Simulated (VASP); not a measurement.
# Ca (I4/mmm) in VASP: further runs

Ca is run at these levels: PBEsol; tasks: single point.

Everything below comes from runs of VASP 6.6.1. Logs are shortened: lines on timing, memory, paths and dates and some standing lists are left out, and cuts for length are marked.

## Step 1: The cell of the first run

Symmetry: I4/mmm, No. 139, tetragonal system. The conventional cell has a = 4.110 Å, b = 4.110 Å, c = 5.365 Å, α = 90.00°, β = 90.00°, γ = 90.00°. Ca (site symmetry 4/mmm) has 14 Ca at 3.95 to 5.36 Å within 5.4 Å.

## Step 2: Single point, PBEsol (strain +0.040 along x and y, -0.040 along z)

Input file INCAR:

```
PREC     = Accurate       # precision mode
ENCUT    = 520            # plane-wave cutoff, eV
EDIFF    = 1E-6           # SCF threshold, eV
ISMEAR   = 0              # smearing method
SIGMA    = 0.15           # smearing width, eV
LREAL    = False          # projectors in reciprocal space
LASPH    = True           # aspherical terms in the spheres
NELM     = 80             # most SCF steps
ALGO     = Normal         # electronic algorithm
ISIF     = 2              # what is computed and relaxed
LWAVE    = False          # write WAVECAR
LCHARG   = True           # write CHGCAR
GGA      = PS             # functional
LELF     = True           # ELF
LVHAR    = True         
NBANDS   = 11             # bands
```

Input file KPOINTS:

```
regular mesh
0
Gamma
  14 14 14
```

Input file POSCAR:

```
Ca
1.0
    0.0000000000      2.9059680000      2.6824320000
    2.9059680000      0.0000000000      2.6824320000
    2.9059680000      2.9059680000      0.0000000000
Ca
1
Direct
    0.0000000000      0.0000000000      0.0000000000
```

Potentials or basis: VASP PAW PBE potentials, release 64 (Ca_sv).

On the command line:

```
> cat potpaw_PBE.64/Ca_sv/POTCAR > POTCAR
> mpirun -np 1 vasp_std > vasp.out
```

OUTCAR:

```text
PREC = Accurate
   ENCUT = 520
   EDIFF = 1E-6
   ISMEAR = 0
   LREAL = False
   LASPH = True
   NELM = 80
   ISIF = 2
   GGA = PS

 ion  position               nearest neighbor table
   1  0.000  0.000  0.000-

  LATTYP: Found a body centered tetragonal cell.
 ALAT       =     4.1096593574
 C/A-ratio  =     1.3054279037

  Lattice vectors:

 A1 = (   0.0000000000,  -2.9059680000,  -2.6824320000)
 A2 = (   0.0000000000,   2.9059680000,  -2.6824320000)
 A3 = (   2.9059680000,   0.0000000000,   2.6824320000)

Analysis of symmetry for initial positions (statically):
=====================================================================
 Subroutine PRICEL returns:
 Original cell was already a primitive cell.

 Routine SETGRP: Setting up the symmetry group for a
 body centered tetragonal supercell.

 Subroutine GETGRP returns: Found 16 space group operations
 (whereof 16 operations were pure point group operations)
 out of a pool of 16 trial point group operations.

The static configuration has the point symmetry D_4h.

Analysis of symmetry for dynamics (positions and initial velocities):
=====================================================================
 Subroutine PRICEL returns:
 Original cell was already a primitive cell.

 Routine SETGRP: Setting up the symmetry group for a
 body centered tetragonal supercell.

 Subroutine GETGRP returns: Found 16 space group operations
 (whereof 16 operations were pure point group operations)
 out of a pool of 16 trial point group operations.

The dynamic configuration has the point symmetry D_4h.

 Subroutine INISYM returns: Found 16 space group operations
 (whereof 16 operations are pure point group operations),
 and found     1 'primitive' translations

----------------------------------------------------------------------------------------

                                     Primitive cell

  volume of cell :      45.3044

  direct lattice vectors                    reciprocal lattice vectors
     0.000000000  2.905968000  2.682432000    -0.172059706  0.172059706  0.186398015
     2.905968000  0.000000000  2.682432000     0.172059706 -0.172059706  0.186398015
     2.905968000  2.905968000  0.000000000     0.172059706  0.172059706 -0.186398015

  length of vectors
[... 85 lines left out ...]
   NFREE  =      0    steps in history (QN), initial steepest desc. (CG)
   ISIF   =      2    stress and relaxation
   ISYM   =      2    0-nonsym 1-usesym 2-fastsym
   POTIM  = 0.5000    time-step for ionic-motion
   TEBEG  =    0.0;   TEEND  =   0.0 temperature during run
   PSTRESS=    0.0 pullay stress
   NELECT =      10.0000    total number of electrons
   NUPDOWN=      -1.0000    fix difference up-down
   EMIN   =  10.00;   EMAX   =-10.00  energy-range for DOS
   EFERMI =   0.00;   METHOD = LEGACY
   ISMEAR =     0;   SIGMA  =   0.15  broadening in eV -4-tet -1-fermi 0-gaus
   EFERMI_NEDOS =   21; number of points for ismear=-14 and -15
   IALGO  =     38    algorithm
   IMIX   =      4    mixing-type and parameters
     AMIX     =   0.40;   BMIX     =  1.00
     AMIX_MAG =   1.60;   BMIX_MAG =  1.00
  volume/ion in A,a.u.               =      45.30       305.73
  Fermi-wavevector in a.u.,A,eV,Ry     =   0.989376  1.869650 13.318265  0.978865
  Thomas-Fermi vector in A             =   2.120970
   LORBIT       =      0    0 simple, 1 ext, 2 COOP (PROOUT), +10 PAW based schemes
   GGA     = PS    functional components
   LHFCALC =     F    Hartree Fock is set to
   AEXX    =    0.0000 exact exchange contribution
   IVDW    =     0    specifies the selected vdW correction
   LEPSILON=     F    determine dielectric tensor
   LRPA    =     F    only Hartree local field effects (RPA)
 non-spin polarized calculation
 Gauss-broadening in eV      SIGMA  =   0.15
  energy-cutoff  :      520.00
  volume of cell :       45.30
 maximum number of plane-waves:      1242
 NGX is ok and might be reduce to    30
   NGX = 15   NGY = 15   NGZ = 15

 number of electron      10.0000000 magnetization

 number of electron       9.9999999 magnetization

 Free energy of the ion-electron system (eV)
  ---------------------------------------------------
  ext. energy  EPLUGINS =         0.00000000
  ---------------------------------------------------
  free energy    TOTEN  =        -2.11311039 eV

  energy without entropy =       -2.09791076  energy(sigma->0) =       -2.10551057

 E-fermi :   1.6224     XC(G=0):  -7.5886

 val. band max:        1.6180193316   @ k =  -0.4286   0.3571   0.0000
 cond. band min:       1.6225610346   @ k =  -0.4286   0.1429   0.0000
 fundamental gap:      0.0045417030
 Fermi energy:         1.6224423808

 k-point     1 :       0.0000    0.0000    0.0000
  band No.  band energies     occupation
      1     -40.3899      2.00000
      2     -21.3899      2.00000
      3     -21.3899      2.00000
      4     -21.3857      2.00000
      5      -2.2836      2.00000
      6       3.7625      0.00000
      7       3.7625      0.00000
      8       4.0805      0.00000
      9       4.6193      0.00000
     10       5.0108      0.00000
     11      10.5041      0.00000
[... 309 lines left out ...]
 k-point    24 :       0.2857    0.1429    0.0000
  band No.  band energies     occupation
      1     -40.3833      2.00000
      2     -21.4447      2.00000
      3     -21.4094      2.00000
      4     -21.4017      2.00000
      5      -1.0415      2.00000
      6       2.9572      0.00000
      7       3.9616      0.00000
      8       3.9974      0.00000
      9       4.5455      0.00000
     10       5.0377      0.00000
     11       8.7386      0.00000

 [... further k-points ...]

------------------------ aborting loop because EDIFF is reached ----------------------------------------

  FORCE on cell =-STRESS in cart. coord.  units (eV):
  Direction    XX          YY          ZZ          XY          YZ          ZX
  --------------------------------------------------------------------------------------
  -------------------------------------------------------------------------------------
  Total       -0.5041373     -0.5041373     -0.4050470      0.0000000     -0.0000000      0.0000000
  in kB      -17.8286744    -17.8286744    -14.3243745      0.0000000     -0.0000000      0.0000000
  external PRESSURE =     -16.6605744 kB  Pullay stress =       0.0000000 kB

 VOLUME and BASIS-vectors are now :
 -----------------------------------------------------------------------------
  energy-cutoff  :      520.00
  volume of cell :       45.30
      direct lattice vectors                 reciprocal lattice vectors
     0.000000000  2.905968000  2.682432000    -0.172059706  0.172059706  0.186398015
     2.905968000  0.000000000  2.682432000     0.172059706 -0.172059706  0.186398015
     2.905968000  2.905968000  0.000000000     0.172059706  0.172059706 -0.186398015

 POSITION                                       TOTAL-FORCE (eV/Angst)
 -----------------------------------------------------------------------------------
      0.00000      0.00000      0.00000        -0.000000      0.000000      0.000000
 -----------------------------------------------------------------------------------
    total drift:                                0.000000      0.000000      0.000000

  FREE ENERGIE OF THE ION-ELECTRON SYSTEM (eV)
  ---------------------------------------------------
  free  energy   TOTEN  =        -2.1131103891 eV

  energy  without entropy=       -2.0979107589  energy(sigma->0) =       -2.10551057
```

OSZICAR:

```text
N       E                     dE             d eps       ncg     rms          rms(c)
DAV:   1     0.665304441114E+02    0.66530E+02   -0.49630E+03  5368   0.817E+02
DAV:   2    -0.597385516638E+00   -0.67128E+02   -0.66483E+02  5839   0.205E+02
DAV:   3    -0.204881556936E+01   -0.14514E+01   -0.14330E+01  8120   0.302E+01
DAV:   4    -0.211593627791E+01   -0.67121E-01   -0.66914E-01  6963   0.492E+00
DAV:   5    -0.211755932153E+01   -0.16230E-02   -0.16227E-02  7641   0.642E-01    0.233E+00
DAV:   6    -0.211471363390E+01    0.28457E-02   -0.74045E-03  6524   0.101E+00    0.140E+00
DAV:   7    -0.211323839494E+01    0.14752E-02   -0.14072E-02  5606   0.145E+00    0.876E-02
DAV:   8    -0.211310275399E+01    0.13564E-03   -0.10114E-03  6708   0.268E-01    0.190E-02
DAV:   9    -0.211310981250E+01   -0.70585E-05   -0.76026E-05  7006   0.734E-02    0.611E-03
DAV:  10    -0.211311038907E+01   -0.57658E-06   -0.64413E-06  8003   0.223E-02
   1 F= -.21131104E+01 E0= -.21055106E+01  d E =-.151996E-01
```

stdout:

```text
POSCAR found type information on POSCAR Ca
 POSCAR found :  1 types and       1 ions
 scaLAPACK will be used
 -----------------------------------------------------------------------------
|                                                                             |
|                                                                             |
|     You enforced a specific xc type in the INCAR file but a different       |
|     I HOPE YOU KNOW WHAT YOU ARE DOING!                                     |
|                                                                             |
 -----------------------------------------------------------------------------

 LDA part: xc-table for (Slater+PW92), standard interpolation
 POSCAR, INCAR and KPOINTS ok, starting setup
 FFT: planning ... GRIDC
 FFT: planning ... GRID_SOFT
 FFT: planning ... GRID
 WAVECAR not read
 entering main loop
```

Run time: 37 s. Hardware: 1 thread of Intel Xeon 6975P-C (Granite Rapids), shared host; peak memory 0.26 GiB.

Results:

* Free energy: -2.1131 eV
* Pressure: -1.7 GPa
* Band gap on the k mesh: zero (bands 5 and 6 overlap by 0.41 eV)

Levels at points of the mesh, in eV from the Fermi level:
| k point | band 3 | band 4 | band 5 | band 6 | band 7 | band 8 |
| --- | --- | --- | --- | --- | --- | --- |
| (0.00, 0.00, 0.00) | -23.01 | -23.01 | -3.91 | 2.14 | 2.14 | 2.46 |
| (0.50, 0.00, 0.00) | -23.03 | -23.02 | -0.97 | -0.19 | 1.92 | 2.34 |
| (0.50, 0.50, 0.00) | -23.06 | -23.06 | -0.24 | 0.49 | 1.37 | 3.84 |
| (0.50, 0.00, 0.50) | -23.05 | -23.04 | -0.49 | 0.61 | 0.68 | 3.80 |

Caveat: the cell differs from its parent crystal (strain +0.040 along x and y, -0.040 along z); the PAW data sets were made with another functional, which shifts forces and pressure a little.

## Step 3: Single point, PBEsol (strain +0.080 along x and y, -0.080 along z)

Input file INCAR:

```
SYSTEM = Ca
PREC     = Accurate       ! precision mode
ENCUT    = 520            ! plane-wave cutoff, eV
EDIFF    = 1E-7           ! SCF threshold, eV
ISMEAR   = 0              ! smearing method
SIGMA    = 0.15           ! smearing width, eV
LREAL    = .FALSE.        ! projectors in reciprocal space
LASPH    = .TRUE.         ! aspherical terms in the spheres
NELM     = 80             ! most SCF steps
ALGO     = Fast           ! electronic algorithm
ISIF     = 2              ! what is computed and relaxed
LWAVE    = .FALSE.        ! write WAVECAR
LCHARG   = .FALSE.        ! write CHGCAR
GGA      = PS             ! functional
NBANDS   = 11             ! bands
```

Input file KPOINTS:

```
Automatic mesh
0
G
  14 14 14
  0 0 0
```

Input file POSCAR:

```
Ca
1.0
    0.0000000000      3.0177360000      2.5706640000
    3.0177360000      0.0000000000      2.5706640000
    3.0177360000      3.0177360000      0.0000000000
Ca
1
Direct
    0.0000000000      0.0000000000      0.0000000000
```

Potentials or basis: VASP PAW PBE potentials, release 64 (Ca_sv).

On the command line:

```
> cat potpaw_PBE.64/Ca_sv/POTCAR > POTCAR
> mpirun -np 1 vasp_std > vasp.out
```

OUTCAR:

```text
SYSTEM = Ca
   PREC = Accurate
   ENCUT = 520
   EDIFF = 1E-7
   ISMEAR = 0
   LREAL = .FALSE.
   LASPH = .TRUE.
   NELM = 80
   ISIF = 2
   GGA = PS

 ion  position               nearest neighbor table
   1  0.000  0.000  0.000-

  LATTYP: Found a body centered tetragonal cell.
 ALAT       =     4.2677231789
 C/A-ratio  =     1.2047004420

  Lattice vectors:

 A1 = (   0.0000000000,  -3.0177360000,  -2.5706640000)
 A2 = (   0.0000000000,   3.0177360000,  -2.5706640000)
[... 518 lines left out ...]

 [... further k-points ...]

------------------------ aborting loop because EDIFF is reached ----------------------------------------

  FORCE on cell =-STRESS in cart. coord.  units (eV):
  Direction    XX          YY          ZZ          XY          YZ          ZX
  --------------------------------------------------------------------------------------
  -------------------------------------------------------------------------------------
  Total       -0.6256862     -0.6256862     -0.5266676      0.0000000     -0.0000000      0.0000000
  in kB      -21.4106245    -21.4106245    -18.0222663      0.0000000     -0.0000000      0.0000000
  external PRESSURE =     -20.2811718 kB  Pullay stress =       0.0000000 kB

 VOLUME and BASIS-vectors are now :
 -----------------------------------------------------------------------------
  energy-cutoff  :      520.00
  volume of cell :       46.82
      direct lattice vectors                 reciprocal lattice vectors
     0.000000000  3.017736000  2.570664000    -0.165687124  0.165687124  0.194502276
     3.017736000  0.000000000  2.570664000     0.165687124 -0.165687124  0.194502276
     3.017736000  3.017736000  0.000000000     0.165687124  0.165687124 -0.194502276

 POSITION                                       TOTAL-FORCE (eV/Angst)
 -----------------------------------------------------------------------------------
      0.00000      0.00000      0.00000         0.000000      0.000000      0.000000
 -----------------------------------------------------------------------------------
    total drift:                                0.000000      0.000000      0.000000

  FREE ENERGIE OF THE ION-ELECTRON SYSTEM (eV)
  ---------------------------------------------------
  free  energy   TOTEN  =        -2.0903478746 eV

  energy  without entropy=       -2.0750006315  energy(sigma->0) =       -2.08267425
```

stdout:

```text
POSCAR found type information on POSCAR Ca
 POSCAR found :  1 types and       1 ions
 scaLAPACK will be used
 -----------------------------------------------------------------------------
|                                                                             |
|                                                                             |
|     You enforced a specific xc type in the INCAR file but a different       |
[... 23 lines left out ...]
WARNING in EDDRMM: call to ZHEGV failed, returncode =   6  3      7
WARNING in EDDRMM: call to ZHEGV failed, returncode =   8  4     10
WARNING in EDDRMM: call to ZHEGV failed, returncode =   8  4      9
WARNING in EDDRMM: call to ZHEGV failed, returncode =   6  3      8
WARNING in EDDRMM: call to ZHEGV failed, returncode =   8  4      8
WARNING in EDDRMM: call to ZHEGV failed, returncode =   6  3     11
WARNING in EDDRMM: call to ZHEGV failed, returncode =   6  3      7
```

Wall time 67 s (1 thread of Intel Xeon 6975P-C (Granite Rapids), shared host); peak memory 0.26 GiB.

Results:

```yaml
Free_energy: -2.0903 eV
Pressure: -2.0 GPa
Band_gap_on_the_k_mesh: zero (bands 5 and 6 overlap by 0.42 eV)
```

Stress tensor (GPa, compression positive):
```
-2.14  0.00  0.00
 0.00 -2.14  0.00
 0.00  0.00 -1.80
```

Levels at points of the mesh, in eV from the Fermi level:
```
           k point  band 1  band 2  band 3  band 4  band 5  band 6  band 7  band 8  band 9  band 10
(0.00, 0.00, 0.00)  -42.11  -23.11  -23.11  -23.10   -3.86    2.05    2.05    2.62    2.69     3.35
(0.50, 0.00, 0.00)  -42.10  -23.20  -23.13  -23.11   -0.94   -0.20    1.69    2.51    3.52     3.90
(0.50, 0.50, 0.00)  -42.09  -23.19  -23.16  -23.16   -0.07    0.39    1.88    3.73    3.88     3.88
(0.50, 0.00, 0.50)  -42.10  -23.20  -23.14  -23.12   -0.57    0.35    0.81    3.53    3.63     4.04
```

Caveat: the cell differs from its parent crystal (strain +0.080 along x and y, -0.080 along z); the PAW data sets were made with another functional, which shifts forces and pressure a little.
